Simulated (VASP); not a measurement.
# AlN (P6_3/mmc) in VASP: settings compared

Aim: see how the results for AlN move with the level of theory and the settings. Levels: HF, PBE, LDA. Tasks: single point.

Everything below comes from runs of VASP 6.6.1. Logs are shortened: lines on timing, memory, paths and dates and some standing lists are left out, and cuts for length are marked.

## Step 1: The cell of the first run

Symmetry: P6_3/mmc, No. 194, hexagonal system. The conventional cell has a = 3.292 Å, b = 3.292 Å, c = 4.137 Å, α = 90.00°, β = 90.00°, γ = 120.00°. Al (site symmetry -6m2) has 5 N at 1.90 to 2.07 Å within 2.5 Å. Within 2.5 Å of N (site symmetry -6m2) lie 5 Al at 1.90 to 2.07 Å.

## Step 2: Single point, HF

The input, POSCAR:

```
AlN
1.0
    3.2923469533      0.0000000000      0.0000000000
   -1.6461734767      2.8512560996      0.0000000000
    0.0000000000      0.0000000000      4.1369585597
Al N
2 2
Direct
    0.3333333333      0.6666666667      0.2500000000
    0.6666666667      0.3333333333      0.7500000000
    0.6666666667      0.3333333333      0.2500000000
    0.3333333333      0.6666666667      0.7500000000
```

The input, INCAR.step1:

```
ALGO = Normal
EDIFF = 1E-5
ENCUT = 520
GGA = PE
ISIF = 2
ISMEAR = 0
LASPH = T
LREAL = F
LWAVE = T
NBANDS = 16
NELM = 80
PREC = Accurate
SIGMA = 0.01
```

The input, INCAR.step2:

```
AEXX = 1.0
AGGAC = 0.0
ALDAC = 0.0
ALGO = Normal
EDIFF = 1E-6
ENCUT = 520
GGA = PE
ISIF = 2
ISMEAR = 0
ISTART = 1
LASPH = T
LCHARG = T
LELF = T
LHFCALC = T
LREAL = F
LVHAR = T
LWAVE = F
NBANDS = 16
NELM = 80
PREC = Accurate
PRECFOCK = Normal
SIGMA = 0.01
```

The input, KPOINTS:

```
k-points
0
Gamma
  6 6 4
```

Potentials or basis: VASP PAW PBE potentials, release 64 (Al, N).

Run with:

```bash
> cat potpaw_PBE.64/Al/POTCAR potpaw_PBE.64/N/POTCAR > POTCAR
> cp INCAR.step1 INCAR
> mpirun -np 1 vasp_std > vasp.out
> cp INCAR.step2 INCAR
> mpirun -np 1 vasp_std > vasp.out
```

OUTCAR:

```text
AEXX = 1.0
   EDIFF = 1E-6
   ENCUT = 520
   GGA = PE
   ISIF = 2
   ISMEAR = 0
   ISTART = 1
   LASPH = T
   LHFCALC = T
   LREAL = F
   NELM = 80
   PREC = Accurate
   PRECFOCK = Normal

 ion  position               nearest neighbor table
   1  0.333  0.667  0.250-   3 1.90   3 1.90   3 1.90   4 2.07   4 2.07   2 2.81   2 2.81   2 2.81
                             2 2.81   2 2.81   2 2.81
   2  0.667  0.333  0.750-   4 1.90   4 1.90   4 1.90   3 2.07   3 2.07   1 2.81   1 2.81   1 2.81
                             1 2.81   1 2.81   1 2.81
   3  0.667  0.333  0.250-   1 1.90   1 1.90   1 1.90   2 2.07   2 2.07
   4  0.333  0.667  0.750-   2 1.90   2 1.90   2 1.90   1 2.07   1 2.07

  LATTYP: Found a hexagonal cell.
 ALAT       =     3.2923469533
 C/A-ratio  =     1.2565378493

  Lattice vectors:

 A1 = (   3.2923469533,   0.0000000000,   0.0000000000)
 A2 = (  -1.6461734767,   2.8512560996,   0.0000000000)
 A3 = (   0.0000000000,   0.0000000000,   4.1369585597)

Analysis of symmetry for initial positions (statically):
=====================================================================
 Subroutine PRICEL returns:
 Original cell was already a primitive cell.

 Routine SETGRP: Setting up the symmetry group for a
 hexagonal supercell.

 Subroutine GETGRP returns: Found 24 space group operations
 (whereof 12 operations were pure point group operations)
 out of a pool of 24 trial point group operations.

The static configuration has the point symmetry D_3d.
 The point group associated with its full space group is D_6h.

Analysis of symmetry for dynamics (positions and initial velocities):
=====================================================================
 Subroutine PRICEL returns:
 Original cell was already a primitive cell.

 Routine SETGRP: Setting up the symmetry group for a
 hexagonal supercell.

 Subroutine GETGRP returns: Found 24 space group operations
 (whereof 12 operations were pure point group operations)
 out of a pool of 24 trial point group operations.

The dynamic configuration has the point symmetry D_3d.
 The point group associated with its full space group is D_6h.

 Subroutine INISYM returns: Found 24 space group operations
 (whereof 12 operations are pure point group operations),
[... 101 lines left out ...]
   NFREE  =      0    steps in history (QN), initial steepest desc. (CG)
   ISIF   =      2    stress and relaxation
   ISYM   =      3    0-nonsym 1-usesym 2-fastsym
   POTIM  = 0.5000    time-step for ionic-motion
   TEBEG  =    0.0;   TEEND  =   0.0 temperature during run
   PSTRESS=    0.0 pullay stress
   NELECT =      16.0000    total number of electrons
   NUPDOWN=      -1.0000    fix difference up-down
   EMIN   =  10.00;   EMAX   =-10.00  energy-range for DOS
   EFERMI =   0.00;   METHOD = LEGACY
   ISMEAR =     0;   SIGMA  =   0.01  broadening in eV -4-tet -1-fermi 0-gaus
   EFERMI_NEDOS =   21; number of points for ismear=-14 and -15
   IALGO  =     38    algorithm
   IMIX   =      1    mixing-type and parameters
     AMIX     =   0.40;   BMIX     =  1.00
     AMIX_MAG =   1.60;   BMIX_MAG =  1.00
  volume/ion in A,a.u.               =       9.71        65.52
  Fermi-wavevector in a.u.,A,eV,Ry     =   1.218168  2.302004 20.190136  1.483933
  Thomas-Fermi vector in A             =   2.353464
   LORBIT       =      0    0 simple, 1 ext, 2 COOP (PROOUT), +10 PAW based schemes
   GGA     = PE    functional components
   LHFCALC =     T    Hartree Fock is set to
   PRECFOCK=normal    Normal, Fast or Accurate (Low or Medium for compatibility)
   ENCUT4O =  -1.0   cutoff for four orbital integrals eV
   NKREDX  =     1    reduce k-point grid by
   NKREDY  =     1    reduce k-point grid by
   NKREDZ  =     1    reduce k-point grid by
   AEXX    =    1.0000 exact exchange contribution
   HFSCREEN=    0.0000 screening length (either q_TF or 0.3 A-1)
   HFSCREENC=   0.0000 screening length for correlation (either q_TF or 0.3 A-1)
   ENCUTFOCK=  -1.0 apply spherical cutoff to Coloumb kernel
   IVDW    =     0    specifies the selected vdW correction
   LEPSILON=     F    determine dielectric tensor
   LRPA    =     F    only Hartree local field effects (RPA)
 non-spin polarized calculation
 Gauss-broadening in eV      SIGMA  =   0.01
  energy-cutoff  :      520.00
  volume of cell :       38.83
 maximum number of plane-waves:      1071
  NGX = 20; NGY = 20; NGZ = 24

 number of electron      16.0000000 magnetization

 Free energy of the ion-electron system (eV)
  ---------------------------------------------------
  ext. energy  EPLUGINS =         0.00000000
  ---------------------------------------------------
  free energy    TOTEN  =       -53.80563321 eV

  energy without entropy =      -53.80563321  energy(sigma->0) =      -53.80563321

 E-fermi :   4.3679     XC(G=0):   0.0000

 val. band max:        4.2940625156   @ k =   0.0000   0.0000   0.0000
 cond. band min:      14.5223866320   @ k =   0.0000   0.0000   0.0000
 fundamental gap:     10.2283241164
 Fermi energy:         4.3679298813

 k-point     1 :       0.0000    0.0000    0.0000
  band No.  band energies     occupation
      1     -19.0697      2.00000
      2     -14.2967      2.00000
      3      -4.5809      2.00000
      4       0.2496      2.00000
      5       0.2496      2.00000
      6       2.4784      2.00000
[... 376 lines left out ...]
      3      -5.2281      2.00000
      4      -5.2281      2.00000
      5      -2.0299      2.00000
      6      -2.0299      2.00000
[... 8 lines left out ...]
     15      27.9781      0.00000
     16      27.9781      0.00000

------------------------ aborting loop because EDIFF is reached ----------------------------------------

  FORCE on cell =-STRESS in cart. coord.  units (eV):
  Direction    XX          YY          ZZ          XY          YZ          ZX
  --------------------------------------------------------------------------------------
  -------------------------------------------------------------------------------------
  Total       -1.2574887     -1.2574887      1.4722846      0.0000000      0.0000000      0.0000000
  in kB      -51.8790095    -51.8790095     60.7406407      0.0000000      0.0000000      0.0000000
  external PRESSURE =     -14.3391261 kB  Pullay stress =       0.0000000 kB

 VOLUME and BASIS-vectors are now :
 -----------------------------------------------------------------------------
  energy-cutoff  :      520.00
  volume of cell :       38.83
      direct lattice vectors                 reciprocal lattice vectors
     3.292346953  0.000000000  0.000000000     0.303734696  0.175361308  0.000000000
    -1.646173477  2.851256100  0.000000000     0.000000000  0.350722617  0.000000000
     0.000000000  0.000000000  4.136958560     0.000000000  0.000000000  0.241723475

 POSITION                                       TOTAL-FORCE (eV/Angst)
 -----------------------------------------------------------------------------------
     -0.00000      1.90084      1.03424         0.000000     -0.000000     -0.000000
      1.64617      0.95042      3.10272         0.000000      0.000000     -0.000000
      1.64617      0.95042      1.03424        -0.000000      0.000000      0.000000
     -0.00000      1.90084      3.10272         0.000000      0.000000      0.000000
 -----------------------------------------------------------------------------------
    total drift:                                0.000000      0.000000     -0.000000

  FREE ENERGIE OF THE ION-ELECTRON SYSTEM (eV)
  ---------------------------------------------------
  free  energy   TOTEN  =       -53.8056332104 eV

  energy  without entropy=      -53.8056332104  energy(sigma->0) =      -53.80563321
```

OUTCAR.step1:

```text
EDIFF = 1E-5
   ENCUT = 520
   GGA = PE
   ISIF = 2
[... 627 lines left out ...]
     -0.00000      1.90084      1.03424        -0.000000      0.000000      0.000000
      1.64617      0.95042      3.10272         0.000000     -0.000000      0.000000
      1.64617      0.95042      1.03424        -0.000000      0.000000      0.000000
     -0.00000      1.90084      3.10272         0.000000     -0.000000      0.000000
 -----------------------------------------------------------------------------------
    total drift:                               -0.000000      0.000000     -0.000000

  FREE ENERGIE OF THE ION-ELECTRON SYSTEM (eV)
  ---------------------------------------------------
  free  energy   TOTEN  =       -29.3033654850 eV

  energy  without entropy=      -29.3033654850  energy(sigma->0) =      -29.30336548
```

OSZICAR.step1:

```text
N       E                     dE             d eps       ncg     rms          rms(c)
DAV:   1     0.456951400958E+02    0.45695E+02   -0.74833E+03   672   0.904E+02
DAV:   2    -0.304182806156E+02   -0.76113E+02   -0.69494E+02  1000   0.189E+02
DAV:   3    -0.338522612301E+02   -0.34340E+01   -0.34218E+01   776   0.412E+01
DAV:   4    -0.338725567223E+02   -0.20295E-01   -0.20291E-01   824   0.360E+00
DAV:   5    -0.338728325774E+02   -0.27586E-03   -0.27585E-03   792   0.420E-01    0.119E+01
DAV:   6    -0.293214602282E+02    0.45514E+01   -0.90603E+00   856   0.227E+01    0.395E+00
DAV:   7    -0.293235084387E+02   -0.20482E-02   -0.80142E-01   736   0.610E+00    0.289E+00
DAV:   8    -0.293124311033E+02    0.11077E-01   -0.92364E-02   696   0.260E+00    0.877E-01
DAV:   9    -0.293028588746E+02    0.95722E-02   -0.20317E-02   840   0.113E+00    0.279E-01
DAV:  10    -0.293034867151E+02   -0.62784E-03   -0.36161E-03   784   0.388E-01    0.171E-01
DAV:  11    -0.293033639452E+02    0.12277E-03   -0.25074E-04   776   0.127E-01    0.450E-02
DAV:  12    -0.293033654850E+02   -0.15398E-05   -0.17714E-05   728   0.332E-02
   1 F= -.29303365E+02 E0= -.29303365E+02  d E =-.112748E-12
```

Wall time 40 min (1 thread of Intel Xeon Platinum 8259CL at 2.50GHz (Skylake/Cascade Lake), shared host); peak memory 0.16 GiB.

Results:

| Item | Value |
| --- | --- |
| Free energy | -53.8056 eV |
| Pressure | -1.4 GPa |
| Band gap on the k mesh | 10.23 eV, direct |

Caveat: the PAW data sets were made with another functional, which shifts forces and pressure a little.

## Step 3: Single point, PBE

The input, INCAR:

```
SYSTEM = AlN
PREC     = Accurate       ! precision mode
ENCUT    = 520            ! plane-wave cutoff, eV
EDIFF    = 1E-7           ! SCF threshold, eV
ISMEAR   = 0              ! smearing method
SIGMA    = 0.01           ! smearing width, eV
LREAL    = .FALSE.        ! projectors in reciprocal space
LASPH    = .TRUE.         ! aspherical terms in the spheres
NELM     = 60             ! most SCF steps
ALGO     = Normal         ! electronic algorithm
ISIF     = 2              ! what is computed and relaxed
LWAVE    = .FALSE.        ! write WAVECAR
LCHARG   = .TRUE.         ! write CHGCAR
GGA      = PE             ! functional
LELF     = .TRUE.         ! ELF
LVHAR    = .TRUE.       
NBANDS   = 16             ! bands
```

The input, KPOINTS:

```
Automatic mesh
0
G
  6 6 4
  0 0 0
```

POSCAR is that of step 2.

Potentials or basis: VASP PAW PBE potentials, release 64 (Al, N).

Run with:

```bash
> cat potpaw_PBE.64/Al/POTCAR potpaw_PBE.64/N/POTCAR > POTCAR
> mpirun -np 1 vasp_std > vasp.out
```

OUTCAR:

```text
SYSTEM = AlN
   PREC = Accurate
   ENCUT = 520
   EDIFF = 1E-7
   ISMEAR = 0
   LREAL = .FALSE.
   LASPH = .TRUE.
   NELM = 60
   ISIF = 2
   GGA = PE

 ion  position               nearest neighbor table
   1  0.333  0.667  0.250-   3 1.90   3 1.90   3 1.90   4 2.07   4 2.07   2 2.81   2 2.81   2 2.81
                             2 2.81   2 2.81   2 2.81
   2  0.667  0.333  0.750-   4 1.90   4 1.90   4 1.90   3 2.07   3 2.07   1 2.81   1 2.81   1 2.81
                             1 2.81   1 2.81   1 2.81
   3  0.667  0.333  0.250-   1 1.90   1 1.90   1 1.90   2 2.07   2 2.07
   4  0.333  0.667  0.750-   2 1.90   2 1.90   2 1.90   1 2.07   1 2.07

  LATTYP: Found a hexagonal cell.
 ALAT       =     3.2923469533
 C/A-ratio  =     1.2565378493

  Lattice vectors:

 A1 = (   3.2923469533,   0.0000000000,   0.0000000000)
 A2 = (  -1.6461734767,   2.8512560996,   0.0000000000)
 A3 = (   0.0000000000,   0.0000000000,   4.1369585597)

Analysis of symmetry for initial positions (statically):
=====================================================================
 Subroutine PRICEL returns:
 Original cell was already a primitive cell.

 Routine SETGRP: Setting up the symmetry group for a
[... 174 lines left out ...]
 fundamental gap:      3.4659994878
 Fermi energy:         8.2439387144

 k-point     1 :       0.0000    0.0000    0.0000
  band No.  band energies     occupation
      1      -8.7538      2.00000
      2      -4.9804      2.00000
      3       1.2231      2.00000
      4       4.8649      2.00000
      5       4.8649      2.00000
      6       6.5803      2.00000
[... 376 lines left out ...]
      3       1.2541      2.00000
      4       1.2541      2.00000
      5       2.9849      2.00000
      6       2.9849      2.00000
[... 8 lines left out ...]
     15      21.0826      0.00000
     16      21.0826      0.00000

------------------------ aborting loop because EDIFF is reached ----------------------------------------

  FORCE on cell =-STRESS in cart. coord.  units (eV):
  Direction    XX          YY          ZZ          XY          YZ          ZX
  --------------------------------------------------------------------------------------
  -------------------------------------------------------------------------------------
  Total        1.2086045      1.2086045      1.2752401     -0.0000000      0.0000000      0.0000000
  in kB       49.8622394     49.8622394     52.6113617     -0.0000000      0.0000000      0.0000000
  external PRESSURE =      50.7786135 kB  Pullay stress =       0.0000000 kB

 VOLUME and BASIS-vectors are now :
 -----------------------------------------------------------------------------
  energy-cutoff  :      520.00
  volume of cell :       38.83
      direct lattice vectors                 reciprocal lattice vectors
     3.292346953  0.000000000  0.000000000     0.303734696  0.175361308  0.000000000
    -1.646173477  2.851256100  0.000000000     0.000000000  0.350722617  0.000000000
     0.000000000  0.000000000  4.136958560     0.000000000  0.000000000  0.241723475

 POSITION                                       TOTAL-FORCE (eV/Angst)
 -----------------------------------------------------------------------------------
     -0.00000      1.90084      1.03424         0.000000     -0.000000      0.000000
      1.64617      0.95042      3.10272        -0.000000      0.000000      0.000000
      1.64617      0.95042      1.03424        -0.000000      0.000000      0.000000
     -0.00000      1.90084      3.10272        -0.000000     -0.000000      0.000000
 -----------------------------------------------------------------------------------
    total drift:                               -0.000000      0.000000     -0.000000

  FREE ENERGIE OF THE ION-ELECTRON SYSTEM (eV)
  ---------------------------------------------------
  free  energy   TOTEN  =       -29.3033649573 eV

  energy  without entropy=      -29.3033649573  energy(sigma->0) =      -29.30336496
```

stdout:

```text
POSCAR found type information on POSCAR AlN
 POSCAR found :  2 types and       4 ions
 scaLAPACK will be used
 LDA part: xc-table for (Slater+PW92), standard interpolation
 POSCAR, INCAR and KPOINTS ok, starting setup
 FFT: planning ... GRIDC
 FFT: planning ... GRID_SOFT
 FFT: planning ... GRID
 WAVECAR not read
 entering main loop
```

Run time: 9.9 s. Hardware: 1 thread of Intel Xeon Platinum 8259CL at 2.50GHz (Skylake/Cascade Lake), shared host; peak memory 0.14 GiB.

What came out:

```yaml
Free_energy: -29.3034 eV
Pressure: 5.1 GPa
Band_gap_on_the_k_mesh: 3.47 eV, direct
```

Levels at points of the mesh, in eV from the valence-band top:
```tsv
k point	band 6	band 7	band 8	band 9	band 10	band 11
(0.00, 0.00, 0.00)	-1.62	-1.62	0.00	3.47	4.60	8.36
(0.50, 0.00, 0.00)	-4.29	-2.94	-1.43	3.95	7.30	7.37
(0.00, 0.00, 0.50)	-2.52	-2.52	-2.52	5.83	5.83	8.52
(0.50, 0.00, 0.50)	-3.29	-1.76	-1.76	5.18	5.18	9.56
```

## Step 4: Single point, PBE

The input, INCAR:

```
ALGO = Normal ; EDIFF = 1E-6
ENCUT = 520 ; GGA = PE
ISIF = 2 ; ISMEAR = 0
LASPH = T ; LCHARG = F
LREAL = F ; LWAVE = F
NBANDS = 16 ; NELM = 80
PREC = Accurate ; SIGMA = 0.01
```

The input, KPOINTS:

```
k-points
0
Gamma
  6 6 4
```

POSCAR is that of step 3.

Run with:

```bash
> cat potpaw_PBE.64/Al/POTCAR potpaw_PBE.64/N/POTCAR > POTCAR
> mpirun -np 1 vasp_std > vasp.out
```

Wall time 12 s (1 thread of Intel Xeon Platinum 8259CL at 2.50GHz (Skylake/Cascade Lake), shared host); peak memory 0.14 GiB.

Results (log left out):

```
Free energy            : -29.3034 eV
Pressure               : 5.1 GPa
Band gap on the k mesh : 3.47 eV, direct
```

Stress tensor (GPa, compression positive):
```
5.00 0.00 0.00
0.00 5.00 0.00
0.00 0.00 5.28
```

Levels at points of the mesh, in eV from the valence-band top:
```
           k point  band 4  band 5  band 6  band 7  band 8  band 9  band 10  band 11  band 12  band 13
(0.00, 0.00, 0.00)   -3.33   -3.33   -1.62   -1.62    0.00    3.47     4.60     8.36     8.36    11.46
(0.50, 0.00, 0.00)   -4.81   -4.56   -4.29   -2.94   -1.43    3.95     7.30     7.37     9.26     9.59
(0.00, 0.00, 0.50)   -3.74   -2.52   -2.52   -2.52   -2.52    5.83     5.83     8.52     8.52     8.52
(0.50, 0.00, 0.50)   -7.35   -3.29   -3.29   -1.76   -1.76    5.18     5.18     9.56     9.56    11.73
```

[end of part 1 of 2]
